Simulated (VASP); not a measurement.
Input of a VASP 6.6.1 run:

File INCAR:

```
SYSTEM = PtSe2
ALGO     = Normal         ! electronic algorithm
EDIFF    = 1E-7           ! SCF threshold, eV
ENCUT    = 520            ! plane-wave cutoff, eV
GGA      = PS             ! functional
ISIF     = 2              ! what is computed and relaxed
ISMEAR   = 0              ! smearing method
LASPH    = .True.         ! aspherical terms in the spheres
LCHARG   = .False.        ! write CHGCAR
LREAL    = .False.        ! projectors in reciprocal space
LWAVE    = .False.        ! write WAVECAR
NBANDS   = 18             ! bands
NELM     = 60             ! most SCF steps
PREC     = Accurate       ! precision mode
SIGMA    = 0.1            ! smearing width, eV
```

Contents of KPOINTS:

```
k-points
0
Gamma
  18 18 12
  0 0 0
```

The input POSCAR:

```
PtSe2
1.0
    3.6841738224      0.0000000000      0.0000000000
   -1.8420869112      3.1905881222      0.0000000000
    0.0000000000      0.0000000000      4.9269777204
Pt Se
1 2
Direct
    0.0000000000      0.0000000000      0.0000000000
    0.6666666667      0.3333333333      0.7392553146
    0.3333333333      0.6666666667      0.2607446854
```

Potentials or basis: VASP PAW PBE potentials, release 64 (Pt, Se).

Command:

```console
$ cat potpaw_PBE.64/Pt/POTCAR potpaw_PBE.64/Se/POTCAR > POTCAR
$ mpirun -np 1 vasp_std > vasp.out
```

**Question.** Predict the pressure.

**Answer.** 5.2 GPa.

**Question.** Predict the largest force.

**Answer.** 0.294 eV/Å.

**Question.** Estimate the band gap on the k mesh.

**Answer.** Zero (bands 11 and 12 overlap by 0.77 eV).

Stress tensor (GPa, compression positive):
```
6.42 0.00 0.00
0.00 6.42 0.00
0.00 0.00 2.70
```

Caveat: the cell differs from its parent crystal (biaxial strain in the a-b plane: -2.0 %); the cell stands under pressure; the PAW data sets were made with another functional, which shifts forces and pressure a little; spin-orbit coupling is left out, which moves the levels of the heavy elements.
